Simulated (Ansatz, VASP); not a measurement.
**Sn2PbO3 in VASP and in Ansatz**

```
CELL_PARAMETERS angstrom
3.95258 -0.00041 -0.00197
-0.00065 3.89662 -0.00199
-0.00805 -0.00774 15.94121
ATOMIC_POSITIONS crystal
Sn 0.50141 0.99986 0.58561
Sn 0.00187 0.50034 0.72886
Sn 0.99860 0.49989 0.41443
Sn 0.49818 0.99935 0.27119
Pb 0.49973 0.00003 0.92227
Pb 0.00022 0.50061 0.07763
O 0.50160 0.50011 0.65807
O 0.00159 0.00009 0.65651
O 0.49992 0.50032 0.00097
O 0.00006 0.00024 0.99894
O 0.99840 0.99954 0.34197
O 0.49841 0.49963 0.34354
```

Change from the starting cell: cell x1, atoms moved at random (sigma 0.05 Å) and cell strained at random (1.5 %), then relaxed without symmetry.

Alike in both runs: functional PBE; k mesh 4 × 4 × 1; occupations gaussian, width 0.1 eV; no spin polarisation.

Ansatz relaxed the structure, and its values are those at the end. VASP's run is a single point on that final structure, the one shown.

|  | VASP | Ansatz |
| --- | --- | --- |
| version | VASP 6.6.1 | Ansatz 0.2.0 |
| potentials or method | VASP PAW PBE potentials, release 64 (Sn_d, Pb_d, O), cutoff 600 eV | scalar-relativistic, plane waves, PAW |
| valence electrons in the cell | 120 | 120 |

Ansatz gave:

```
gap on the k mesh at the Fermi level (eV) : 0.97
least direct gap on the mesh (eV)         : 1.67
pressure (GPa)                            : 0.0
rms of the force components (eV/Å)        : 0.002
```

Task: Which values does VASP return?

Result: gap on the k mesh at the Fermi level (eV): 0.98; least direct gap on the mesh (eV): 1.62; pressure (GPa): 0.1; rms of the force components (eV/Å): 0.025.

Neither program's run includes spin-orbit coupling.
